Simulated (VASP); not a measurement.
# C (P4/mmm) in VASP: notebook

C is run at these levels: PBE; tasks: single point.

Everything below comes from runs of VASP 6.6.1. Logs are shortened: lines on timing, memory, paths and dates and some standing lists are left out, and cuts for length are marked.

## Step 1: The cell of the first run

The structure is tetragonal, space group P4/mmm (No. 123). The conventional cell has a = 4.198 Å, b = 4.198 Å, c = 1.265 Å, α = 90.00°, β = 90.00°, γ = 90.00°. C (site symmetry 4/mmm) has 2 C at 1.26 Å within 1.7 Å.

## Step 2: Single point, PBE

File INCAR:

```
SYSTEM = C
PREC = Accurate
ENCUT = 520
EDIFF = 1E-7
ISMEAR = -1
SIGMA = 0.05
LREAL = .FALSE.
LASPH = .TRUE.
NELM = 100
ALGO = Normal
ISIF = 2
LWAVE = .FALSE.
LCHARG = .FALSE.
GGA = PE
NBANDS = 8
```

File KPOINTS:

```
Automatic mesh
0
G
  6 6 20
  0 0 0
```

File POSCAR:

```
C
1.0
    4.1976606529      0.0000000000      0.0000000000
    0.0000000000      4.1976606529      0.0000000000
    0.0000000000      0.0000000000      1.2649596323
C
1
Direct
    0.5000000000      0.5000000000      0.5000000000
```

Potentials or basis: VASP PAW PBE potentials, release 64 (C).

Run with:

```
$ cat potpaw_PBE.64/C/POTCAR > POTCAR
$ mpirun -np 1 vasp_std > vasp.out
```

OUTCAR:

```text
SYSTEM = C
   PREC = Accurate
   ENCUT = 520
   EDIFF = 1E-7
   ISMEAR = -1
   LREAL = .FALSE.
   LASPH = .TRUE.
   NELM = 100
   ISIF = 2
   GGA = PE

 ion  position               nearest neighbor table
   1  0.500  0.500  0.500-

  LATTYP: Found a simple tetragonal cell.
 ALAT       =     4.1976606529
 C/A-ratio  =     0.3013487123

  Lattice vectors:

 A1 = (   4.1976606529,   0.0000000000,   0.0000000000)
 A2 = (   0.0000000000,   4.1976606529,   0.0000000000)
 A3 = (   0.0000000000,   0.0000000000,   1.2649596323)

Analysis of symmetry for initial positions (statically):
=====================================================================
 Subroutine PRICEL returns:
 Original cell was already a primitive cell.

 Routine SETGRP: Setting up the symmetry group for a
 simple tetragonal supercell.

 Subroutine GETGRP returns: Found 16 space group operations
 (whereof 16 operations were pure point group operations)
 out of a pool of 16 trial point group operations.

The static configuration has the point symmetry D_4h.

Analysis of symmetry for dynamics (positions and initial velocities):
=====================================================================
 Subroutine PRICEL returns:
 Original cell was already a primitive cell.

 Routine SETGRP: Setting up the symmetry group for a
 simple tetragonal supercell.

 Subroutine GETGRP returns: Found 16 space group operations
 (whereof 16 operations were pure point group operations)
 out of a pool of 16 trial point group operations.

The dynamic configuration has the point symmetry D_4h.

 Subroutine INISYM returns: Found 16 space group operations
 (whereof 16 operations are pure point group operations),
 and found     1 'primitive' translations

----------------------------------------------------------------------------------------

                                     Primitive cell

  volume of cell :      22.2890

  direct lattice vectors                    reciprocal lattice vectors
     4.197660653  0.000000000  0.000000000     0.238227928  0.000000000  0.000000000
     0.000000000  4.197660653  0.000000000     0.000000000  0.238227928  0.000000000
     0.000000000  0.000000000  1.264959632     0.000000000  0.000000000  0.790539061

  length of vectors
     4.197660653  4.197660653  1.264959632     0.238227928  0.238227928  0.790539061

  position of ions in fractional coordinates (direct lattice)
[... 72 lines left out ...]
   LNONCOLLINEAR =      F non collinear calculations
   LSORBIT =      F    spin-orbit coupling
   LASPH  =      T    aspherical Exc in radial PAW
   ENCUT  =  520.0 eV  38.22 Ry    6.18 a.u.   7.80  7.80  2.35*2*pi/ulx,y,z
   NELM   =    100;   NELMIN=  2; NELMDL= -5     # of ELM steps
   EDIFF  = 0.1E-06   stopping-criterion for ELM
   LREAL  =      F    real-space projection
   EDIFFG = 0.1E-05   stopping-criterion for IOM
   NSW    =      0    number of steps for IOM
   IBRION =     -1    ionic relax: 0-MD 1-quasi-New 2-CG
   NFREE  =      0    steps in history (QN), initial steepest desc. (CG)
   ISIF   =      2    stress and relaxation
   ISYM   =      2    0-nonsym 1-usesym 2-fastsym
   POTIM  = 0.5000    time-step for ionic-motion
   TEBEG  =    0.0;   TEEND  =   0.0 temperature during run
   PSTRESS=    0.0 pullay stress
   NELECT =       4.0000    total number of electrons
   NUPDOWN=      -1.0000    fix difference up-down
   EMIN   =  10.00;   EMAX   =-10.00  energy-range for DOS
   EFERMI =   0.00;   METHOD = LEGACY
   ISMEAR =    -1;   SIGMA  =   0.05  broadening in eV -4-tet -1-fermi 0-gaus
   EFERMI_NEDOS =   21; number of points for ismear=-14 and -15
   IALGO  =     38    algorithm
   IMIX   =      4    mixing-type and parameters
     AMIX     =   0.40;   BMIX     =  1.00
     AMIX_MAG =   1.60;   BMIX_MAG =  1.00
  volume/ion in A,a.u.               =      22.29       150.41
  Fermi-wavevector in a.u.,A,eV,Ry     =   0.923417  1.745005 11.601666  0.852698
  Thomas-Fermi vector in A             =   2.049051
   LORBIT       =      0    0 simple, 1 ext, 2 COOP (PROOUT), +10 PAW based schemes
   GGA     = PE    functional components
   LHFCALC =     F    Hartree Fock is set to
   AEXX    =    0.0000 exact exchange contribution
   IVDW    =     0    specifies the selected vdW correction
   LEPSILON=     F    determine dielectric tensor
   LRPA    =     F    only Hartree local field effects (RPA)
 non-spin polarized calculation
  energy-cutoff  :      520.00
  volume of cell :       22.29
 maximum number of plane-waves:       624
 NGX is ok and might be reduce to    32
   NGX = 15   NGY = 15   NGZ =  5

 number of electron       4.0000000 magnetization

 Free energy of the ion-electron system (eV)
  ---------------------------------------------------
  ext. energy  EPLUGINS =         0.00000000
  ---------------------------------------------------
  free energy    TOTEN  =        -8.19671007 eV

  energy without entropy =       -8.19052081  energy(sigma->0) =       -8.19361544

 E-fermi :  -1.5853     XC(G=0):  -6.0662

 val. band max:       -1.6478626555   @ k =   0.5000   0.3333   0.2500
 cond. band min:      -1.5174356547   @ k =   0.1667   0.0000   0.2500
 fundamental gap:      0.1304270009
 Fermi energy:        -1.5853205836

 k-point     1 :       0.0000    0.0000    0.0000
  band No.  band energies     occupation
      1     -18.0354      2.00000
      2      -6.8767      2.00000
      3      -6.8767      2.00000
      4       2.1734      0.00000
      5       6.5852      0.00000
      6      11.3442      0.00000
      7      11.3442      0.00000
      8      12.3637      0.00000
[... 243 lines left out ...]
 k-point    24 :       0.5000    0.0000    0.1000
  band No.  band energies     occupation
      1     -17.4742      2.00000
      2      -6.4093      2.00000
      3      -5.9520      2.00000
      4       5.5267      0.00000
      5       5.6212      0.00000
      6       9.8161      0.00000
      7      12.9288      0.00000
      8      13.7521      0.00000

 [... further k-points ...]
[... 5 lines left out ...]
  --------------------------------------------------------------------------------------
  -------------------------------------------------------------------------------------
  Total       -0.0680554     -0.0680554      1.9225100      0.0000000      0.0000000      0.0000000
  in kB       -4.8919450     -4.8919450    138.1935844      0.0000000      0.0000000      0.0000000
  external PRESSURE =      42.8032315 kB  Pullay stress =       0.0000000 kB

 VOLUME and BASIS-vectors are now :
 -----------------------------------------------------------------------------
  energy-cutoff  :      520.00
  volume of cell :       22.29
      direct lattice vectors                 reciprocal lattice vectors
     4.197660653  0.000000000  0.000000000     0.238227928  0.000000000  0.000000000
     0.000000000  4.197660653  0.000000000     0.000000000  0.238227928  0.000000000
     0.000000000  0.000000000  1.264959632     0.000000000  0.000000000  0.790539061

 POSITION                                       TOTAL-FORCE (eV/Angst)
 -----------------------------------------------------------------------------------
      2.09883      2.09883      0.63248         0.000000      0.000000      0.000000
 -----------------------------------------------------------------------------------
    total drift:                                0.000000     -0.000000      0.000000

  FREE ENERGIE OF THE ION-ELECTRON SYSTEM (eV)
  ---------------------------------------------------
  free  energy   TOTEN  =        -8.1967100710 eV

  energy  without entropy=       -8.1905208094  energy(sigma->0) =       -8.19361544
```

OSZICAR:

```text
N       E                     dE             d eps       ncg     rms          rms(c)
DAV:   1     0.298382709565E+01    0.29838E+01   -0.24190E+03  1824   0.407E+02
DAV:   2    -0.897504881123E+01   -0.11959E+02   -0.11154E+02  2400   0.655E+01
DAV:   3    -0.913541446029E+01   -0.16037E+00   -0.15811E+00  2168   0.918E+00
DAV:   4    -0.913597430606E+01   -0.55985E-03   -0.55913E-03  2880   0.519E-01
DAV:   5    -0.913597487139E+01   -0.56533E-06   -0.56552E-06  2144   0.977E-03    0.518E+00
DAV:   6    -0.838973101614E+01    0.74624E+00   -0.10454E+00  1952   0.487E+00    0.285E+00
DAV:   7    -0.819492537609E+01    0.19481E+00   -0.81676E-01  2056   0.422E+00    0.956E-01
DAV:   8    -0.819710592403E+01   -0.21805E-02   -0.98931E-03  1904   0.619E-01    0.141E-01
DAV:   9    -0.819664449337E+01    0.46143E-03   -0.11344E-03  2120   0.157E-01    0.847E-02
DAV:  10    -0.819673450976E+01   -0.90016E-04   -0.89850E-04  1760   0.142E-01    0.745E-02
DAV:  11    -0.819671058425E+01    0.23926E-04   -0.90999E-05  2216   0.453E-02    0.693E-03
DAV:  12    -0.819671009575E+01    0.48850E-06   -0.33670E-06  1776   0.145E-02    0.144E-03
DAV:  13    -0.819671007095E+01    0.24796E-07   -0.22825E-07  2144   0.252E-03
   1 F= -.81967101E+01 E0= -.81936154E+01  d E =-.618926E-02
```

stdout:

```text
POSCAR found type information on POSCAR C
 POSCAR found :  1 types and       1 ions
 scaLAPACK will be used
 LDA part: xc-table for (Slater+PW92), standard interpolation
 POSCAR, INCAR and KPOINTS ok, starting setup
 FFT: planning ... GRIDC
 FFT: planning ... GRID_SOFT
 FFT: planning ... GRID
 WAVECAR not read
 entering main loop
```

It took 7.3 s on 1 thread of Intel Xeon Platinum 8259CL at 2.50GHz (Skylake/Cascade Lake), shared host; peak memory 0.13 GiB.

What came out:

```
Free energy            : -8.1967 eV
Pressure               : 4.3 GPa
Band gap on the k mesh : zero (band 2 reaches 8.09 eV, above the bottom of band 3 at -7.22 eV)
```

Levels at points of the mesh, in eV from the Fermi level:
| k point | band 1 | band 2 | band 3 | band 4 | band 5 |
| --- | --- | --- | --- | --- | --- |
| (0.00, 0.00, 0.00) | -16.45 | -5.29 | -5.29 | 3.76 | 8.17 |
| (0.50, 0.00, 0.00) | -16.41 | -5.71 | -5.25 | 6.29 | 6.30 |
| (0.50, 0.50, 0.00) | -16.37 | -5.64 | -5.64 | 5.88 | 8.92 |
| (0.00, 0.00, 0.50) | -9.18 | 9.17 | 11.69 | 11.69 | 24.02 |
| (0.50, 0.00, 0.50) | -9.18 | 9.24 | 11.57 | 11.70 | 22.53 |
| (0.50, 0.50, 0.50) | -9.18 | 9.31 | 11.59 | 11.59 | 22.87 |

## Step 3: Single point, PBE

This run uses another cell than the first one, of 22.75 Å³/atom, 1.021 times its volume.

File INCAR:

```
PREC = Accurate
ENCUT = 520
EDIFF = 1E-7
ISMEAR = -1
SIGMA = 0.05
LREAL = False
LASPH = True
NELM = 60
ALGO = Normal
ISIF = 2
LWAVE = False
LCHARG = False
GGA = PE
NBANDS = 8
```

File KPOINTS:

```
Automatic mesh
0
Gamma
  6 6 20
```

File POSCAR:

```
C
1.0
    4.2266109516      0.0000000000      0.0000000000
    0.0000000000      4.2266109516      0.0000000000
    0.0000000000      0.0000000000      1.2736837675
C
1
Direct
    0.5000000000      0.5000000000      0.5000000000
```

Potentials or basis: VASP PAW PBE potentials, release 64 (C).

Run with:

```
$ cat potpaw_PBE.64/C/POTCAR > POTCAR
$ mpirun -np 1 vasp_std > vasp.out
```

It took 7.5 s on 1 thread of Intel Xeon Platinum 8259CL at 2.50GHz (Skylake/Cascade Lake), shared host; peak memory 0.13 GiB.

Results (log left out):

```
Free energy            : -8.2060 eV
Pressure               : 2.1 GPa
Band gap on the k mesh : zero (band 2 reaches 7.68 eV, above the bottom of band 3 at -7.22 eV)
```

Stress tensor (GPa, compression positive):
```
-0.47  0.00  0.00
 0.00 -0.47  0.00
 0.00  0.00  7.23
```

Levels at points of the mesh, in eV from the Fermi level:
```csv
k point,band 1,band 2,band 3,band 4,band 5,band 6,band 7
"(0.00, 0.00, 0.00)",-16.37,-5.21,-5.21,3.78,8.16,12.83,12.83
"(0.50, 0.00, 0.00)",-16.33,-5.62,-5.17,6.27,6.29,10.42,13.49
"(0.50, 0.50, 0.00)",-16.30,-5.55,-5.55,5.90,8.86,8.86,12.77
"(0.00, 0.00, 0.50)",-9.11,8.85,11.45,11.45,23.78,23.78,25.14
"(0.50, 0.00, 0.50)",-9.11,8.92,11.34,11.46,22.31,23.94,27.39
"(0.50, 0.50, 0.50)",-9.11,8.98,11.36,11.36,22.65,22.65,28.99
```

## Step 4: Single point, PBE

This run uses another cell than the first one, of 23.22 Å³/atom, 1.042 times its volume.

File INCAR:

```
SYSTEM = C
ALGO = Normal
EDIFF = 1E-7
ENCUT = 520
GGA = PE
ISIF = 2
ISMEAR = -1
LASPH = .True.
LCHARG = .False.
LREAL = .False.
LWAVE = .False.
NBANDS = 8
NELM = 60
PREC = Accurate
SIGMA = 0.05
```

File KPOINTS:

```
k-points
0
Gamma
  6 6 20
  0 0 0
```

File POSCAR:

```
C
1.0
    4.2551700000      0.0000000000      0.0000000000
    0.0000000000      4.2551700000      0.0000000000
    0.0000000000      0.0000000000      1.2822900000
C
1
Direct
    0.5000000000      0.5000000000      0.5000000000
```

Run with:

```
$ cat potpaw_PBE.64/C/POTCAR > POTCAR
$ mpirun -np 1 vasp_std > vasp.out
```

It took 7.4 s on 1 thread of Intel Xeon Platinum 8259CL at 2.50GHz (Skylake/Cascade Lake), shared host; peak memory 0.13 GiB.

The run converged. Its results:

```
Free energy            : -8.2093 eV
Pressure               : 0.1 GPa
Band gap on the k mesh : zero (band 2 reaches 7.29 eV, above the bottom of band 3 at -7.22 eV)
```

Stress tensor (GPa, compression positive):
```
-0.45  0.00  0.00
 0.00 -0.45  0.00
 0.00  0.00  1.19
```

Levels at points of the mesh, in eV from the Fermi level:
| k point | band 1 | band 2 | band 3 | band 4 | band 5 | band 6 | band 7 |
| --- | --- | --- | --- | --- | --- | --- | --- |
| (0.00, 0.00, 0.00) | -16.29 | -5.14 | -5.14 | 3.79 | 8.15 | 12.74 | 12.74 |
| (0.50, 0.00, 0.00) | -16.26 | -5.53 | -5.10 | 6.26 | 6.27 | 10.38 | 13.40 |
| (0.50, 0.50, 0.00) | -16.22 | -5.46 | -5.46 | 5.91 | 8.81 | 8.81 | 12.62 |
| (0.00, 0.00, 0.50) | -9.04 | 8.54 | 11.23 | 11.23 | 23.55 | 23.55 | 24.90 |
| (0.50, 0.00, 0.50) | -9.04 | 8.60 | 11.12 | 11.23 | 22.11 | 23.71 | 27.11 |
| (0.50, 0.50, 0.50) | -9.04 | 8.66 | 11.13 | 11.13 | 22.44 | 22.44 | 28.70 |

## Step 5: Summary

| cell | gap on the mesh (eV) | pressure (GPa) |
| --- | --- | --- |
| a = 4.198, b = 4.198, c = 1.265 Å, 1 atom | none | 4.3 |
| a = 4.227, b = 4.227, c = 1.274 Å, 1 atom | none | 2.1 |
| a = 4.255, b = 4.255, c = 1.282 Å, 1 atom | none | 0.1 |

Alike in all rows: task single point; level PBE; potentials or basis VASP PAW PBE potentials, release 64 (C); no spin polarisation; k mesh 6 × 6 × 20; cutoff (eV) 520; smearing fermi-dirac 0.05 eV.

Absolute energies hang on the potentials; compare differences alone.
